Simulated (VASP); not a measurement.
Runs of VASP 6.6.1 on CdS. The structure is that of space group P6_3mc (No. 186), or close to it. The cells are those of the table. 

| cell | gap on the mesh (eV) | pressure (GPa) | largest force (eV/Å) |
| --- | --- | --- | --- |
| a = 4.342, b = 4.342, c = 6.918 Å, angles 90.0, 90.0, 120.0°, 4 atoms | 1.34 | -4.9 | 0.09 |
| a = 4.031, b = 4.031, c = 6.412 Å, angles 90.0, 90.0, 120.0°, 4 atoms | 1.96 | 9.8 | 0.08 |
| a = 4.135, b = 4.135, c = 6.580 Å, angles 90.0, 90.0, 120.0°, 4 atoms | (c) | 3.1 | 0.09 |
| a = 3.928, b = 3.928, c = 6.412 Å, angles 90.0, 90.0, 120.0°, 4 atoms | (a) | 15.9 | 0.47 |
| a = 4.135, b = 4.135, c = 6.412 Å, angles 90.0, 90.0, 120.0°, 4 atoms | (b) | 5.2 | 0.19 |

Alike in all rows: task single point; level r2SCAN; potentials or basis VASP PAW PBE potentials, release 64 (Cd, S); no spin polarisation; k mesh 12 × 12 × 4; cutoff (eV) 520; smearing gaussian 0.05 eV.

Task: Fill in the values left out.

Result: (a) 2.03; (b) 1.79; (c) 1.76.

Caveats: the PAW data sets were made with another functional, which shifts forces and pressure a little; the cell stands under pressure (at least some runs); the cell stands under tension (at least some runs).

A k mesh can miss the band edges, and the runs leave out spin-orbit coupling on Cd.
